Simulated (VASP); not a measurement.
# Re (R-3m) in VASP: a series of runs

Re is run at these levels: PBEsol; tasks: electric field gradients.

Everything below comes from runs of VASP 6.6.1. Logs are shortened: lines on timing, memory, paths and dates and some standing lists are left out, and cuts for length are marked.

### 1 The cell of the first run

It takes space group R-3m (No. 166, trigonal). The conventional cell has a = 2.711 Å, b = 2.711 Å, c = 19.686 Å, α = 90.00°, β = 90.00°, γ = 120.00°. Within 3.5 Å of Re (site symmetry -3m) lie 12 Re at 2.69 to 2.71 Å. Re (site symmetry 3m) has 12 Re at 2.69 to 2.71 Å within 3.5 Å.

### 2 Electric field gradients, PBEsol (13.93 Å³/atom)

INCAR

```
PREC = Accurate
ENCUT = 520
EDIFF = 1E-8
ISMEAR = -1
SIGMA = 0.05
LREAL = F
LASPH = T
NELM = 60
ALGO = Normal
ISIF = 2
LWAVE = F
LCHARG = F
GGA = PS
LEFG = T
NBANDS = 18
```

KPOINTS

```
regular mesh
0
Gamma
  15 15 15
```

POSCAR

```
Re
1.0
    1.3556718956      0.7826975339      6.5618634312
   -1.3556718956      0.7826975339      6.5618634312
    0.0000000000     -1.5653950678      6.5618634312
Re
3
Direct
    0.0000000000      0.0000000000      0.0000000000
    0.2221738800      0.2221738800      0.2221738800
    0.7778261200      0.7778261200      0.7778261200
```

Potentials or basis: VASP PAW PBE potentials, release 64 (Re).

On the command line:

```console
$ cat potpaw_PBE.64/Re/POTCAR > POTCAR
$ mpirun -np 1 vasp_std > vasp.out
```

OUTCAR:

```text
PREC = Accurate
   ENCUT = 520
   EDIFF = 1E-8
   ISMEAR = -1
   LREAL = F
   LASPH = T
   NELM = 60
   ISIF = 2
   GGA = PS

 ion  position               nearest neighbor table
   1  0.000  0.000  0.000-   3 2.69   3 2.69   2 2.69   2 2.69   3 2.69   2 2.69
   2  0.222  0.222  0.222-   3 2.69   3 2.69   3 2.69   1 2.69   1 2.69   1 2.69
   3  0.778  0.778  0.778-   2 2.69   2 2.69   2 2.69   1 2.69   1 2.69   1 2.69

  LATTYP: Found a trigonal (rhomboedric) cell.
 ALAT       =     6.7459998079
 COS(alpha) =     0.9192306603

  Lattice vectors:

 A1 = (   1.3556718956,   0.7826975339,   6.5618634312)
 A2 = (  -1.3556718956,   0.7826975339,   6.5618634312)
 A3 = (   0.0000000000,  -1.5653950678,   6.5618634312)

Analysis of symmetry for initial positions (statically):
=====================================================================
 Subroutine PRICEL returns:
 Original cell was already a primitive cell.

 Routine SETGRP: Setting up the symmetry group for a
 trigonal (rhombohedral) supercell.

 Subroutine GETGRP returns: Found 12 space group operations
 (whereof 12 operations were pure point group operations)
 out of a pool of 12 trial point group operations.

The static configuration has the point symmetry D_3d.

Analysis of symmetry for dynamics (positions and initial velocities):
=====================================================================
 Subroutine PRICEL returns:
 Original cell was already a primitive cell.

 Routine SETGRP: Setting up the symmetry group for a
 trigonal (rhombohedral) supercell.

 Subroutine GETGRP returns: Found 12 space group operations
 (whereof 12 operations were pure point group operations)
 out of a pool of 12 trial point group operations.

The dynamic configuration has the point symmetry D_3d.

 Subroutine INISYM returns: Found 12 space group operations
 (whereof 12 operations are pure point group operations),
 and found     1 'primitive' translations

----------------------------------------------------------------------------------------

                                     Primitive cell

  volume of cell :      41.7760

  direct lattice vectors                    reciprocal lattice vectors
     1.355671896  0.782697534  6.561863431     0.368820805  0.212938791  0.050798578
    -1.355671896  0.782697534  6.561863431    -0.368820805  0.212938791  0.050798578
     0.000000000 -1.565395068  6.561863431     0.000000000 -0.425877582  0.050798578

  length of vectors
     6.745999808  6.745999808  6.745999808     0.428896503  0.428896503  0.428896503

  position of ions in fractional coordinates (direct lattice)
     0.000000000  0.000000000  0.000000000
     0.222173880  0.222173880  0.222173880
     0.777826120  0.777826120  0.777826120

  ion indices of the primitive-cell ions
   primitive index   ion index
                 1           1
                 2           2
                 3           3

----------------------------------------------------------------------------------------

 KPOINTS: regular mesh

Automatic generation of k-mesh.
 Grid dimensions read from file:
 generate k-points for:   15   15   15

 Generating k-lattice:

  Cartesian coordinates                     Fractional coordinates (reciprocal lattice)
     0.024588054  0.014195919  0.003386572     0.066666667 -0.000000000  0.000000000
    -0.024588054  0.014195919  0.003386572    -0.000000000  0.066666667  0.000000000
     0.000000000 -0.028391839  0.003386572     0.000000000  0.000000000  0.066666667

  Length of vectors
     0.028593100  0.028593100  0.028593100

  Shift w.r.t. Gamma in fractional coordinates (k-lattice)
     0.000000000  0.000000000  0.000000000

 Subroutine IBZKPT returns following result:
 ===========================================

 Found    344 irreducible k-points:

 Following reciprocal coordinates:
            Coordinates               Weight
  0.000000  0.000000  0.000000      1.000000
  0.066667  0.000000 -0.000000      6.000000
  0.133333 -0.000000 -0.000000      6.000000
  0.200000  0.000000 -0.000000      6.000000
  0.266667 -0.000000 -0.000000      6.000000
  0.333333  0.000000 -0.000000      6.000000
[... 16 lines left out ...]
  0.133333  0.133333 -0.000000      6.000000
  0.200000  0.133333  0.000000     12.000000
 [... further k-points ...]
   k-points           NKPTS =    344   k-points in BZ     NKDIM =    344   number of bands    NBANDS=     18
   number of dos      NEDOS =    301   number of ions     NIONS =      3
   total plane-waves  NPLWV = 125000
   dimension x,y,z NGX =    50 NGY =   50 NGZ =   50
   dimension x,y,z NGXF=   100 NGYF=  100 NGZF=  100
   ions per type =               3
   NGX,Y,Z   is equivalent  to a cutoff of  12.32, 12.32, 12.32 a.u.
   NGXF,Y,Z  is equivalent  to a cutoff of  24.64, 24.64, 24.64 a.u.
 SYSTEM =  unknown system
   PREC   = accura    normal or accurate (medium, high low for compatibility)
   ISTART =      0    job   : 0-new  1-cont  2-samecut
   ICHARG =      2    charge: 1-file 2-atom 10-const
   ISPIN  =      1    spin polarized calculation?
   LNONCOLLINEAR =      F non collinear calculations
   LSORBIT =      F    spin-orbit coupling
   LASPH  =      T    aspherical Exc in radial PAW
   ENCUT  =  520.0 eV  38.22 Ry    6.18 a.u.  12.54 12.54 12.54*2*pi/ulx,y,z
   NELM   =     60;   NELMIN=  2; NELMDL= -5     # of ELM steps
   EDIFF  = 0.1E-07   stopping-criterion for ELM
   LREAL  =      F    real-space projection
   EDIFFG = 0.1E-06   stopping-criterion for IOM
   NSW    =      0    number of steps for IOM
   IBRION =     -1    ionic relax: 0-MD 1-quasi-New 2-CG
   NFREE  =      0    steps in history (QN), initial steepest desc. (CG)
   ISIF   =      2    stress and relaxation
   ISYM   =      2    0-nonsym 1-usesym 2-fastsym
   POTIM  = 0.5000    time-step for ionic-motion
   TEBEG  =    0.0;   TEEND  =   0.0 temperature during run
   PSTRESS=    0.0 pullay stress
   NELECT =      21.0000    total number of electrons
   NUPDOWN=      -1.0000    fix difference up-down
   EMIN   =  10.00;   EMAX   =-10.00  energy-range for DOS
   EFERMI =   0.00;   METHOD = LEGACY
   ISMEAR =    -1;   SIGMA  =   0.05  broadening in eV -4-tet -1-fermi 0-gaus
   EFERMI_NEDOS =   21; number of points for ismear=-14 and -15
   IALGO  =     38    algorithm
   IMIX   =      4    mixing-type and parameters
     AMIX     =   0.40;   BMIX     =  1.00
     AMIX_MAG =   1.60;   BMIX_MAG =  1.00
  volume/ion in A,a.u.               =      13.93        93.97
  Fermi-wavevector in a.u.,A,eV,Ry     =   1.301684  2.459826 23.053460  1.694381
  Thomas-Fermi vector in A             =   2.432802
   LORBIT       =      0    0 simple, 1 ext, 2 COOP (PROOUT), +10 PAW based schemes
   GGA     = PS    functional components
   LHFCALC =     F    Hartree Fock is set to
   AEXX    =    0.0000 exact exchange contribution
   IVDW    =     0    specifies the selected vdW correction
   LEPSILON=     F    determine dielectric tensor
   LRPA    =     F    only Hartree local field effects (RPA)
 non-spin polarized calculation
  energy-cutoff  :      520.00
  volume of cell :       41.78
 maximum number of plane-waves:      1142
   NGX = 25   NGY = 25   NGZ = 25

 number of electron      21.0000000 magnetization

 Free energy of the ion-electron system (eV)
  ---------------------------------------------------
  ext. energy  EPLUGINS =         0.00000000
  ---------------------------------------------------
  free energy    TOTEN  =       -39.96804534 eV

  energy without entropy =      -39.94871170  energy(sigma->0) =      -39.95837852

 E-fermi :   8.5030     XC(G=0): -14.1223

 val. band max:        8.5022338995   @ k =   0.4667   0.4667   0.2667
 cond. band min:       8.5048077581   @ k =  -0.3333   0.4000   0.2000
 fundamental gap:      0.0025738586
 Fermi energy:         8.5030060813

 k-point     1 :       0.0000    0.0000    0.0000
  band No.  band energies     occupation
      1      -1.8665      2.00000
      2       1.2537      2.00000
      3       1.3191      2.00000
      4       6.3577      2.00000
      5       6.3577      2.00000
      6       6.6316      2.00000
[... 10 lines left out ...]
     17      11.9544      0.00000
     18      11.9544      0.00000
[... 466 lines left out ...]
      2       2.2590      2.00000
      3       2.5534      2.00000
      4       4.7417      2.00000
      5       4.9498      2.00000
      6       5.5319      2.00000
[... 10 lines left out ...]
     17      12.6668      0.00000
     18      13.7337      0.00000

 [... further k-points ...]

------------------------ aborting loop because EDIFF is reached ----------------------------------------

  FORCE on cell =-STRESS in cart. coord.  units (eV):
  Direction    XX          YY          ZZ          XY          YZ          ZX
  --------------------------------------------------------------------------------------
  -------------------------------------------------------------------------------------
  Total        5.2553891      5.2553891      4.9695187      0.0000000      0.0000000      0.0000000
  in kB      201.5526254    201.5526255    190.5890368      0.0000000      0.0000000      0.0000000
  external PRESSURE =     197.8980959 kB  Pullay stress =       0.0000000 kB

 VOLUME and BASIS-vectors are now :
 -----------------------------------------------------------------------------
  energy-cutoff  :      520.00
  volume of cell :       41.78
      direct lattice vectors                 reciprocal lattice vectors
     1.355671896  0.782697534  6.561863431     0.368820805  0.212938791  0.050798578
    -1.355671896  0.782697534  6.561863431    -0.368820805  0.212938791  0.050798578
     0.000000000 -1.565395068  6.561863431     0.000000000 -0.425877582  0.050798578

 POSITION                                       TOTAL-FORCE (eV/Angst)
 -----------------------------------------------------------------------------------
      0.00000      0.00000      0.00000         0.000000     -0.000000     -0.000000
      0.00000      0.00000      4.37362        -0.000000      0.000000     -0.053047
      0.00000      0.00000     15.31197        -0.000000      0.000000      0.053047
 -----------------------------------------------------------------------------------
    total drift:                               -0.000000      0.000000     -0.000000

  FREE ENERGIE OF THE ION-ELECTRON SYSTEM (eV)
  ---------------------------------------------------
  free  energy   TOTEN  =       -39.9680453438 eV

  energy  without entropy=      -39.9487116984  energy(sigma->0) =      -39.95837852

 Electric field gradients (V/A^2)
---------------------------------------------------------------------
 ion       V_xx      V_yy      V_zz      V_xy      V_xz      V_yz
---------------------------------------------------------------------
   1      43.406    43.406   -86.811     0.000     0.000     0.000
   2      17.712    17.712   -35.424    -0.000    -0.000    -0.000
   3      17.712    17.712   -35.424     0.000    -0.000    -0.000
---------------------------------------------------------------------

 Electric field gradients after diagonalization (V/A^2)
 (convention: |V_zz| > |V_xx| > |V_yy|)
----------------------------------------------------------------------
 ion       V_xx      V_yy      V_zz     asymmetry (V_yy - V_xx)/ V_zz
----------------------------------------------------------------------
   1      43.406    43.406   -86.811       0.000
   2      17.712    17.712   -35.424       0.000
   3      17.712    17.712   -35.424       0.000
----------------------------------------------------------------------

           NMR quadrupolar parameters

 Cq : quadrupolar parameter    Cq=e*Q*V_zz/h
 eta: asymmetry parameters     (V_yy - V_xx)/ V_zz
 Q  : nuclear electric quadrupole moment in mb (millibarn)
----------------------------------------------------------------------
 ion       Cq(MHz)       eta       Q (mb)
----------------------------------------------------------------------
   1      -0.210       0.000       1.000
   2      -0.086       0.000       1.000
   3      -0.086       0.000       1.000
----------------------------------------------------------------------
```

Run time: 24 min. Hardware: 1 thread of Intel Xeon Platinum 8488C (Sapphire Rapids), shared host; peak memory 0.5 GiB.

What came out:

```yaml
Free_energy: -39.9680 eV
Pressure: 19.8 GPa
Largest_force: 0.053 eV/Å
Band_gap_on_the_k_mesh: zero (an odd number of electrons rules out a gap without spin polarisation)
Largest_electric_field_gradient_by_atom: Re -86.8, -35.4 (each value once) V/Å²
```

Forces on the atoms (eV/Å):
```
Re   0.000  0.000  0.000
Re   0.000  0.000 -0.053
Re   0.000  0.000  0.053
```

Electric field gradients, principal values (V/Å²):
```csv
atom,least,middle,greatest (by size)
1 Re,43.406,43.406,-86.811
2 Re,17.712,17.712,-35.424
3 Re,17.712,17.712,-35.424
```

Caveat: the cell stands under pressure; without QUAD_EFG the Cq values of the log hold for a quadrupole moment of 1 mb, not for the nuclei; the PAW data sets were made with another functional, which shifts forces and pressure a little; spin-orbit coupling is left out, which moves the levels of the heavy elements.

### 3 Electric field gradients, PBEsol (13.93 Å³/atom)

INCAR

```
SYSTEM = Re
PREC = Accurate ; ENCUT = 520
EDIFF = 1E-8 ; ISMEAR = -1
SIGMA = 0.05 ; LREAL = .False.
LASPH = .True. ; NELM = 80
ALGO = Normal ; ISIF = 2
LWAVE = .False. ; LCHARG = .False.
GGA = PS ; LEFG = .True.
NBANDS = 18
```

KPOINTS

```
Automatic mesh
0
Gamma
  15 15 15
  0 0 0
```

POSCAR is that of step 2.

Potentials or basis: VASP PAW PBE potentials, release 64 (Re).

On the command line:

```console
$ cat potpaw_PBE.64/Re/POTCAR > POTCAR
$ mpirun -np 1 vasp_std > vasp.out
```

OUTCAR:

```text
SYSTEM = Re
   PREC = Accurate
   ENCUT = 520
   EDIFF = 1E-8
   ISMEAR = -1
   LREAL = .False.
   LASPH = .True.
   NELM = 80
   ISIF = 2
   GGA = PS

 ion  position               nearest neighbor table
   1  0.000  0.000  0.000-   3 2.69   3 2.69   2 2.69   2 2.69   3 2.69   2 2.69
   2  0.222  0.222  0.222-   3 2.69   3 2.69   3 2.69   1 2.69   1 2.69   1 2.69
   3  0.778  0.778  0.778-   2 2.69   2 2.69   2 2.69   1 2.69   1 2.69   1 2.69

  LATTYP: Found a trigonal (rhomboedric) cell.
 ALAT       =     6.7459998079
 COS(alpha) =     0.9192306603

  Lattice vectors:

 A1 = (   1.3556718956,   0.7826975339,   6.5618634312)
 A2 = (  -1.3556718956,   0.7826975339,   6.5618634312)
 A3 = (   0.0000000000,  -1.5653950678,   6.5618634312)

Analysis of symmetry for initial positions (statically):
=====================================================================
 Subroutine PRICEL returns:
 Original cell was already a primitive cell.

[... 700 lines left out ...]
     0.000000000 -1.565395068  6.561863431     0.000000000 -0.425877582  0.050798578

 POSITION                                       TOTAL-FORCE (eV/Angst)
 -----------------------------------------------------------------------------------
      0.00000      0.00000      0.00000         0.000000     -0.000000     -0.000000
      0.00000      0.00000      4.37362        -0.000000      0.000000     -0.053047
      0.00000      0.00000     15.31197        -0.000000      0.000000      0.053047
 -----------------------------------------------------------------------------------
    total drift:                               -0.000000      0.000000     -0.000000

  FREE ENERGIE OF THE ION-ELECTRON SYSTEM (eV)
  ---------------------------------------------------
  free  energy   TOTEN  =       -39.9680453438 eV

  energy  without entropy=      -39.9487116984  energy(sigma->0) =      -39.95837852

 Electric field gradients (V/A^2)
---------------------------------------------------------------------
 ion       V_xx      V_yy      V_zz      V_xy      V_xz      V_yz
---------------------------------------------------------------------
   1      43.406    43.406   -86.811     0.000     0.000     0.000
   2      17.712    17.712   -35.424    -0.000    -0.000    -0.000
   3      17.712    17.712   -35.424     0.000    -0.000    -0.000
---------------------------------------------------------------------

 Electric field gradients after diagonalization (V/A^2)
 (convention: |V_zz| > |V_xx| > |V_yy|)
----------------------------------------------------------------------
 ion       V_xx      V_yy      V_zz     asymmetry (V_yy - V_xx)/ V_zz
----------------------------------------------------------------------
   1      43.406    43.406   -86.811       0.000
   2      17.712    17.712   -35.424       0.000
   3      17.712    17.712   -35.424       0.000
----------------------------------------------------------------------

           NMR quadrupolar parameters

 Cq : quadrupolar parameter    Cq=e*Q*V_zz/h
 eta: asymmetry parameters     (V_yy - V_xx)/ V_zz
 Q  : nuclear electric quadrupole moment in mb (millibarn)
----------------------------------------------------------------------
 ion       Cq(MHz)       eta       Q (mb)
----------------------------------------------------------------------
   1      -0.210       0.000       1.000
   2      -0.086       0.000       1.000
   3      -0.086       0.000       1.000
----------------------------------------------------------------------
```

stdout:

```text
POSCAR found type information on POSCAR Re
 POSCAR found :  1 types and       3 ions
 scaLAPACK will be used
 -----------------------------------------------------------------------------
|                                                                             |
|                                                                             |
|     You enforced a specific xc type in the INCAR file but a different       |
|     I HOPE YOU KNOW WHAT YOU ARE DOING!                                     |
|                                                                             |
 -----------------------------------------------------------------------------

 LDA part: xc-table for (Slater+PW92), standard interpolation
 POSCAR, INCAR and KPOINTS ok, starting setup
 FFT: planning ... GRIDC
 FFT: planning ... GRID_SOFT
 FFT: planning ... GRID
 WAVECAR not read
 entering main loop
ion   1

ion   2

ion   3
```

Wall time 22 min (1 thread of Intel Xeon Platinum 8488C (Sapphire Rapids), shared host); peak memory 0.49 GiB.

Results:

- Free energy: -39.9680 eV
- Pressure: 19.8 GPa
- Largest force: 0.053 eV/Å
- Band gap on the k mesh: zero (an odd number of electrons rules out a gap without spin polarisation)
- Largest electric field gradient by atom: Re -86.8, -35.4 (each value once) V/Å²

Forces on the atoms (eV/Å):
```
Re   0.000  0.000  0.000
Re   0.000  0.000 -0.053
Re   0.000  0.000  0.053
```

Electric field gradients, principal values (V/Å²):
| atom | least | middle | greatest (by size) |
| --- | --- | --- | --- |
| 1 Re | 43.406 | 43.406 | -86.811 |
| 2 Re | 17.712 | 17.712 | -35.424 |
| 3 Re | 17.712 | 17.712 | -35.424 |

Caveat: the cell stands under pressure; without QUAD_EFG the Cq values of the log hold for a quadrupole moment of 1 mb, not for the nuclei; the PAW data sets were made with another functional, which shifts forces and pressure a little; spin-orbit coupling is left out, which moves the levels of the heavy elements.

(Part 1 of 2 ends here.)
